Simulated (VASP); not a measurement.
# AlN (P2_1) in VASP: a series of runs

The runs below take AlN through single point, with LDA.

All numbers are computed with VASP 6.6.1; they aren't measurements. Logs are shortened: lines on timing, memory, paths and dates and some standing lists are left out, and cuts for length are marked.

## 1. The cell of the first run

The structure is monoclinic, space group P2_1 (No. 4). Conventional cell: a = 3.089 Å, b = 4.944 Å, c = 3.089 Å, α = 90.00°, β = 120.00°, γ = 90.00°. Al (site symmetry 1) has 4 N at 1.87 to 1.90 Å within 2.5 Å. N (site symmetry 1) has 4 Al at 1.87 to 1.90 Å within 2.5 Å.

## 2. Single point, LDA (mode 4 frozen in at -0.034 Å and mode 5 at -0.086 Å (largest displacements))

Input file INCAR:

```
SYSTEM = AlN
ALGO = Normal
EDIFF = 1E-6
ENCUT = 520
ISIF = 2
ISMEAR = 0
LASPH = .TRUE.
LCHARG = .TRUE.
LELF = .TRUE.
LREAL = .FALSE.
LVHAR = .TRUE.
LWAVE = .FALSE.
NBANDS = 16
NELM = 80
PREC = Accurate
SIGMA = 0.05
```

Input file KPOINTS:

```
k-points
0
G
  9 9 6
  0 0 0
```

Input file POSCAR:

```
AlN
1.0
    3.0887424016      0.0000000000      0.0000000000
   -1.5443712008      2.6749293856      0.0000000000
    0.0000000000      0.0000000000      4.9437688231
Al N
2 2
Direct
    0.3061209238      0.6345162853      0.0015212672
    0.6938790762      0.3654837147      0.5015212672
    0.3576158438      0.6953554887      0.3834787328
    0.6423841562      0.3046445113      0.8834787328
```

Potentials or basis: VASP PAW LDA potentials, release 64 (Al, N).

Started as:

```bash
$ cat potpaw_LDA.64/Al/POTCAR potpaw_LDA.64/N/POTCAR > POTCAR
$ mpirun -np 1 vasp_std > vasp.out
```

OUTCAR:

```text
SYSTEM = AlN
   EDIFF = 1E-6
   ENCUT = 520
   ISIF = 2
   ISMEAR = 0
   LASPH = .TRUE.
   LREAL = .FALSE.
   NELM = 80
   PREC = Accurate

 ion  position               nearest neighbor table
   1  0.306  0.635  0.002-   4 1.87   4 1.88   4 1.89   3 1.90   2 2.97   2 2.97   2 3.04   2 3.04
                             2 3.15   2 3.15
   2  0.694  0.365  0.502-   3 1.87   3 1.88   3 1.89   4 1.90   1 2.97   1 2.97   1 3.04   1 3.04
                             1 3.15   1 3.15
   3  0.358  0.695  0.383-   2 1.87   2 1.88   2 1.89   1 1.90
   4  0.642  0.305  0.883-   1 1.87   1 1.88   1 1.89   2 1.90

  LATTYP: Found a hexagonal cell.
 ALAT       =     3.0887424016
 C/A-ratio  =     1.6005766038

  Lattice vectors:

 A1 = (   3.0887424016,   0.0000000000,   0.0000000000)
 A2 = (  -1.5443712008,   2.6749293856,   0.0000000000)
 A3 = (   0.0000000000,   0.0000000000,   4.9437688231)

Analysis of symmetry for initial positions (statically):
=====================================================================
 Subroutine PRICEL returns:
 Original cell was already a primitive cell.

 Routine SETGRP: Setting up the symmetry group for a
 hexagonal supercell.

 Subroutine GETGRP returns: Found  2 space group operations
 (whereof  1 operations were pure point group operations)
 out of a pool of 24 trial point group operations.

The static configuration has the point symmetry C_1 .
 The point group associated with its full space group is C_2 .

Analysis of symmetry for dynamics (positions and initial velocities):
=====================================================================
 Subroutine PRICEL returns:
 Original cell was already a primitive cell.

 Routine SETGRP: Setting up the symmetry group for a
 hexagonal supercell.

 Subroutine GETGRP returns: Found  2 space group operations
 (whereof  1 operations were pure point group operations)
 out of a pool of 24 trial point group operations.

The dynamic configuration has the point symmetry C_1 .
 The point group associated with its full space group is C_2 .

 Subroutine INISYM returns: Found  2 space group operations
 (whereof  1 operations are pure point group operations),
 and found     1 'primitive' translations

----------------------------------------------------------------------------------------

                                     Primitive cell

  volume of cell :      40.8462

  direct lattice vectors                    reciprocal lattice vectors
     3.088742402  0.000000000  0.000000000     0.323756361  0.186920822  0.000000000
[... 94 lines left out ...]
   IBRION =     -1    ionic relax: 0-MD 1-quasi-New 2-CG
   NFREE  =      0    steps in history (QN), initial steepest desc. (CG)
   ISIF   =      2    stress and relaxation
   ISYM   =      2    0-nonsym 1-usesym 2-fastsym
   POTIM  = 0.5000    time-step for ionic-motion
   TEBEG  =    0.0;   TEEND  =   0.0 temperature during run
   PSTRESS=    0.0 pullay stress
   NELECT =      16.0000    total number of electrons
   NUPDOWN=      -1.0000    fix difference up-down
   EMIN   =  10.00;   EMAX   =-10.00  energy-range for DOS
   EFERMI =   0.00;   METHOD = LEGACY
   ISMEAR =     0;   SIGMA  =   0.05  broadening in eV -4-tet -1-fermi 0-gaus
   EFERMI_NEDOS =   21; number of points for ismear=-14 and -15
   IALGO  =     38    algorithm
   IMIX   =      4    mixing-type and parameters
     AMIX     =   0.40;   BMIX     =  1.00
     AMIX_MAG =   1.60;   BMIX_MAG =  1.00
  volume/ion in A,a.u.               =      10.21        68.91
  Fermi-wavevector in a.u.,A,eV,Ry     =   1.197836  2.263582 19.521797  1.434812
  Thomas-Fermi vector in A             =   2.333741
   LORBIT       =      0    0 simple, 1 ext, 2 COOP (PROOUT), +10 PAW based schemes
   GGA     = CA    functional components
   LHFCALC =     F    Hartree Fock is set to
   AEXX    =    0.0000 exact exchange contribution
   IVDW    =     0    specifies the selected vdW correction
   LEPSILON=     F    determine dielectric tensor
   LRPA    =     F    only Hartree local field effects (RPA)
 non-spin polarized calculation
 Gauss-broadening in eV      SIGMA  =   0.05
  energy-cutoff  :      520.00
  volume of cell :       40.85
 maximum number of plane-waves:      1118
   NGX = 11   NGY = 11   NGZ = 19

 number of electron      15.9999999 magnetization

 Free energy of the ion-electron system (eV)
  ---------------------------------------------------
  ext. energy  EPLUGINS =         0.00000000
  ---------------------------------------------------
  free energy    TOTEN  =       -32.77288192 eV

  energy without entropy =      -32.77288192  energy(sigma->0) =      -32.77288192

 E-fermi :   6.4047     XC(G=0): -11.3466

 val. band max:        6.1742846389   @ k =   0.0000   0.0000   0.0000
 cond. band min:      10.4938763555   @ k =   0.0000   0.0000   0.0000
 fundamental gap:      4.3195917166
 Fermi energy:         6.4046682128

 k-point     1 :       0.0000    0.0000    0.0000
  band No.  band energies     occupation
      1      -9.0506      2.00000
      2      -6.7523      2.00000
      3      -0.0279      2.00000
      4       5.1909      2.00000
      5       5.2823      2.00000
      6       5.7462      2.00000
[... 433 lines left out ...]
      3       1.2708      2.00000
      4       2.0859      2.00000
      5       2.3043      2.00000
      6       3.6629      2.00000
[... 8 lines left out ...]
     15      18.3277      0.00000
     16      20.9842      0.00000

 [... further k-points ...]

------------------------ aborting loop because EDIFF is reached ----------------------------------------

  FORCE on cell =-STRESS in cart. coord.  units (eV):
  Direction    XX          YY          ZZ          XY          YZ          ZX
  --------------------------------------------------------------------------------------
  -------------------------------------------------------------------------------------
  Total        0.0708821      0.0491619      0.1385604     -0.1061631      0.0000000      0.0000000
  in kB        2.7803207      1.9283569      5.4349759     -4.1642045      0.0000000      0.0000000
  external PRESSURE =       3.3812178 kB  Pullay stress =       0.0000000 kB

 VOLUME and BASIS-vectors are now :
 -----------------------------------------------------------------------------
  energy-cutoff  :      520.00
  volume of cell :       40.85
      direct lattice vectors                 reciprocal lattice vectors
     3.088742402  0.000000000  0.000000000     0.323756361  0.186920822  0.000000000
    -1.544371201  2.674929386  0.000000000     0.000000000  0.373841644  0.000000000
     0.000000000  0.000000000  4.943768823     0.000000000  0.000000000  0.202274830

 POSITION                                       TOTAL-FORCE (eV/Angst)
 -----------------------------------------------------------------------------------
     -0.03440      1.69729      0.00752         0.224128      0.460494      0.061692
      1.57877      0.97764      2.47941        -0.224128     -0.460494      0.061692
      0.03070      1.86003      1.89583        -0.077840     -0.236861     -0.061692
      1.51367      0.81490      4.36771         0.077840      0.236861     -0.061692
 -----------------------------------------------------------------------------------
    total drift:                               -0.000000     -0.000000     -0.000543

  FREE ENERGIE OF THE ION-ELECTRON SYSTEM (eV)
  ---------------------------------------------------
  free  energy   TOTEN  =       -32.7728819173 eV

  energy  without entropy=      -32.7728819173  energy(sigma->0) =      -32.77288192
```

stdout:

```text
POSCAR found type information on POSCAR AlN
 POSCAR found :  2 types and       4 ions
 scaLAPACK will be used
 LDA part: xc-table for (Slater(with rela. corr.)+CA(PZ))
 , standard interpolation
 POSCAR, INCAR and KPOINTS ok, starting setup
 FFT: planning ... GRIDC
 FFT: planning ... GRID_SOFT
 FFT: planning ... GRID
 WAVECAR not read
 entering main loop
```

Run time: 45 s. Hardware: 1 thread of Intel Xeon Platinum 8375C at 2.90GHz (Ice Lake), shared host; peak memory 0.2 GiB.

Results:

* Free energy: -32.7729 eV
* Pressure: 0.3 GPa
* Largest force: 0.516 eV/Å
* Band gap on the k mesh: 4.32 eV, direct

Forces in eV/Å, atoms in the order of the input:
```
Al   0.224  0.460  0.062
Al  -0.224 -0.460  0.062
N   -0.078 -0.237 -0.062
N    0.078  0.237 -0.062
```

Caveat: the cell differs from its parent crystal (mode 4 frozen in at -0.034 Å and mode 5 at -0.086 Å (largest displacements)).

## 3. Single point, LDA (mode 4 frozen in at -0.017 Å and mode 5 at -0.069 Å (largest displacements))

Input file INCAR:

```
ALGO     = Normal         # electronic algorithm
EDIFF    = 1E-6           # SCF threshold, eV
ENCUT    = 520            # plane-wave cutoff, eV
GGA      = CA             # functional
ISIF     = 2              # what is computed and relaxed
ISMEAR   = 0              # smearing method
LASPH    = True           # aspherical terms in the spheres
LCHARG   = True           # write CHGCAR
LELF     = True           # ELF
LREAL    = False          # projectors in reciprocal space
LVHAR    = True         
LWAVE    = False          # write WAVECAR
NBANDS   = 16             # bands
NELM     = 60             # most SCF steps
PREC     = Accurate       # precision mode
SIGMA    = 0.05           # smearing width, eV
```

Input file KPOINTS:

```
k-points
0
Gamma
  9 9 6
```

Input file POSCAR:

```
AlN
1.0
    3.0887424016      0.0000000000      0.0000000000
   -1.5443712008      2.6749293856      0.0000000000
    0.0000000000      0.0000000000      4.9437688231
Al N
2 2
Direct
    0.3149045714      0.6409463615      0.0015212672
    0.6850954286      0.3590536385      0.5015212672
    0.3497779119      0.6896177243      0.3834787328
    0.6502220881      0.3103822757      0.8834787328
```

Potentials or basis: VASP PAW LDA potentials, release 64 (Al, N).

Started as:

```bash
$ cat potpaw_LDA.64/Al/POTCAR potpaw_LDA.64/N/POTCAR > POTCAR
$ mpirun -np 1 vasp_std > vasp.out
```

OUTCAR:

```text
EDIFF = 1E-6
   ENCUT = 520
   GGA = CA
   ISIF = 2
   ISMEAR = 0
   LASPH = True
   LREAL = False
   NELM = 60
   PREC = Accurate

 ion  position               nearest neighbor table
   1  0.315  0.641  0.002-   4 1.87   4 1.87   4 1.88   3 1.89   2 2.99   2 2.99   2 3.03   2 3.03
                             2 3.13   2 3.13
   2  0.685  0.359  0.502-   3 1.87   3 1.87   3 1.88   4 1.89   1 2.99   1 2.99   1 3.03   1 3.03
                             1 3.13   1 3.13
   3  0.350  0.690  0.383-   2 1.87   2 1.87   2 1.88   1 1.89
   4  0.650  0.310  0.883-   1 1.87   1 1.87   1 1.88   2 1.89

  LATTYP: Found a hexagonal cell.
 ALAT       =     3.0887424016
 C/A-ratio  =     1.6005766038

  Lattice vectors:

 A1 = (   3.0887424016,   0.0000000000,   0.0000000000)
 A2 = (  -1.5443712008,   2.6749293856,   0.0000000000)
 A3 = (   0.0000000000,   0.0000000000,   4.9437688231)

Analysis of symmetry for initial positions (statically):
=====================================================================
 Subroutine PRICEL returns:
 Original cell was already a primitive cell.

 Routine SETGRP: Setting up the symmetry group for a
 hexagonal supercell.

 Subroutine GETGRP returns: Found  2 space group operations
 (whereof  1 operations were pure point group operations)
 out of a pool of 24 trial point group operations.

The static configuration has the point symmetry C_1 .
 The point group associated with its full space group is C_2 .

Analysis of symmetry for dynamics (positions and initial velocities):
=====================================================================
 Subroutine PRICEL returns:
 Original cell was already a primitive cell.

 Routine SETGRP: Setting up the symmetry group for a
 hexagonal supercell.

 Subroutine GETGRP returns: Found  2 space group operations
[... 120 lines left out ...]
   NUPDOWN=      -1.0000    fix difference up-down
   EMIN   =  10.00;   EMAX   =-10.00  energy-range for DOS
   EFERMI =   0.00;   METHOD = LEGACY
   ISMEAR =     0;   SIGMA  =   0.05  broadening in eV -4-tet -1-fermi 0-gaus
   EFERMI_NEDOS =   21; number of points for ismear=-14 and -15
   IALGO  =     38    algorithm
   IMIX   =      4    mixing-type and parameters
     AMIX     =   0.40;   BMIX     =  1.00
     AMIX_MAG =   1.60;   BMIX_MAG =  1.00
  volume/ion in A,a.u.               =      10.21        68.91
  Fermi-wavevector in a.u.,A,eV,Ry     =   1.197836  2.263582 19.521797  1.434812
  Thomas-Fermi vector in A             =   2.333741
   LORBIT       =      0    0 simple, 1 ext, 2 COOP (PROOUT), +10 PAW based schemes
   GGA     = CA    functional components
   LHFCALC =     F    Hartree Fock is set to
   AEXX    =    0.0000 exact exchange contribution
   IVDW    =     0    specifies the selected vdW correction
   LEPSILON=     F    determine dielectric tensor
   LRPA    =     F    only Hartree local field effects (RPA)
 non-spin polarized calculation
 Gauss-broadening in eV      SIGMA  =   0.05
  energy-cutoff  :      520.00
  volume of cell :       40.85
 maximum number of plane-waves:      1118
   NGX = 11   NGY = 11   NGZ = 19

 number of electron      15.9999999 magnetization

 Free energy of the ion-electron system (eV)
  ---------------------------------------------------
  ext. energy  EPLUGINS =         0.00000000
  ---------------------------------------------------
  free energy    TOTEN  =       -32.80124115 eV

  energy without entropy =      -32.80124115  energy(sigma->0) =      -32.80124115

 E-fermi :   6.4020     XC(G=0): -11.3451

 val. band max:        6.1493058558   @ k =   0.0000   0.0000   0.0000
 cond. band min:      10.5114826539   @ k =   0.0000   0.0000   0.0000
 fundamental gap:      4.3621767982
 Fermi energy:         6.4019570681

 k-point     1 :       0.0000    0.0000    0.0000
  band No.  band energies     occupation
      1      -9.0539      2.00000
      2      -6.7577      2.00000
      3      -0.0330      2.00000
      4       5.1955      2.00000
      5       5.2679      2.00000
      6       5.7797      2.00000
[... 433 lines left out ...]
      3       1.2344      2.00000
      4       2.0995      2.00000
      5       2.2816      2.00000
      6       3.6755      2.00000
[... 8 lines left out ...]
     15      18.3375      0.00000
     16      20.9827      0.00000

 [... further k-points ...]
[... 5 lines left out ...]
  --------------------------------------------------------------------------------------
  -------------------------------------------------------------------------------------
  Total        0.1031161      0.0960684      0.1379032     -0.0447189      0.0000000      0.0000000
  in kB        4.0446863      3.7682418      5.4091953     -1.7540814      0.0000000      0.0000000
  external PRESSURE =       4.4073745 kB  Pullay stress =       0.0000000 kB

 VOLUME and BASIS-vectors are now :
 -----------------------------------------------------------------------------
  energy-cutoff  :      520.00
  volume of cell :       40.85
      direct lattice vectors                 reciprocal lattice vectors
     3.088742402  0.000000000  0.000000000     0.323756361  0.186920822  0.000000000
    -1.544371201  2.674929386  0.000000000     0.000000000  0.373841644  0.000000000
     0.000000000  0.000000000  4.943768823     0.000000000  0.000000000  0.202274830

 POSITION                                       TOTAL-FORCE (eV/Angst)
 -----------------------------------------------------------------------------------
     -0.01720      1.71449      0.00752         0.109411      0.371203      0.036246
      1.56157      0.96044      2.47941        -0.109411     -0.371203      0.036246
      0.01535      1.84468      1.89583        -0.040035     -0.187911     -0.036246
      1.52902      0.83025      4.36771         0.040035      0.187911     -0.036246
 -----------------------------------------------------------------------------------
    total drift:                               -0.000000     -0.000000     -0.000515

  FREE ENERGIE OF THE ION-ELECTRON SYSTEM (eV)
  ---------------------------------------------------
  free  energy   TOTEN  =       -32.8012411501 eV

  energy  without entropy=      -32.8012411501  energy(sigma->0) =      -32.80124115
```

stdout:

```text
POSCAR found type information on POSCAR AlN
 POSCAR found :  2 types and       4 ions
 scaLAPACK will be used
 LDA part: xc-table for (Slater(with rela. corr.)+CA(PZ))
 , standard interpolation
 POSCAR, INCAR and KPOINTS ok, starting setup
 FFT: planning ... GRIDC
 FFT: planning ... GRID_SOFT
 FFT: planning ... GRID
 WAVECAR not read
 entering main loop
```

Wall time 42 s (1 thread of Intel Xeon Platinum 8375C at 2.90GHz (Ice Lake), shared host); peak memory 0.2 GiB.

Results:

* Free energy: -32.8012 eV
* Pressure: 0.4 GPa
* Largest force: 0.389 eV/Å
* Band gap on the k mesh: 4.36 eV, direct

Forces on the atoms (eV/Å):
```
Al   0.109  0.371  0.036
Al  -0.109 -0.371  0.036
N   -0.040 -0.188 -0.036
N    0.040  0.188 -0.036
```

Caveat: the cell differs from its parent crystal (mode 4 frozen in at -0.017 Å and mode 5 at -0.069 Å (largest displacements)).
